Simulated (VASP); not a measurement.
Wanted: the native input for a VASP 6.6.1 run.

```
Task                   : single point
Functional             : LDA
Potentials or basis    : VASP PAW LDA potentials, release 64 (Hf_pv, N)
Cutoff                 : 520 eV
k mesh                 : 12 × 12 × 12
Occupations            : gaussian, width 0.15 eV
Spin                   : no spin polarisation
Dipole correction      : no
Further INCAR settings : ALGO = Normal; EDIFF = 1e-06; NBANDS = 14
```

The structure of HfN lies in POSCAR:

```
HfN
1.0
    0.0000000000      2.4146129775      2.4146129775
    2.4146129775      0.0000000000      2.4146129775
    2.4146129775      2.4146129775      0.0000000000
Hf N
1 1
Direct
    0.0032418347     -0.0010343923     -0.0019871626
    0.7467581653      0.7510343923      0.7519871626
```

One way to write it, as run:

INCAR

```
SYSTEM = HfN
  PREC = Accurate
  ENCUT = 520
  EDIFF = 1E-6
  ISMEAR = 0
  SIGMA = 0.15
  LREAL = .FALSE.
  LASPH = .TRUE.
  NELM = 100
  ALGO = Normal
  ISIF = 2
  LWAVE = .FALSE.
  LCHARG = .FALSE.
  GGA = CA
  NBANDS = 14
```

KPOINTS

```
regular mesh
0
G
  12 12 12
  0 0 0
```

Potentials or basis: VASP PAW LDA potentials, release 64 (Hf_pv, N).

The run is started by

```console
$ cat potpaw_LDA.64/Hf_pv/POTCAR potpaw_LDA.64/N/POTCAR > POTCAR
$ mpirun -np 1 vasp_std > vasp.out
```

Results of the run:

The pressure is 0.0 GPa and the largest force is 0.234 eV/Å. The band gap on the k mesh is zero (an odd number of electrons rules out a gap without spin polarisation).

Caveat: spin-orbit coupling is left out, which moves the levels of the heavy elements.

Wall time 8.5 min on 1 thread of Intel Xeon 8259CL, on a shared host, peak memory 0.44 GiB.
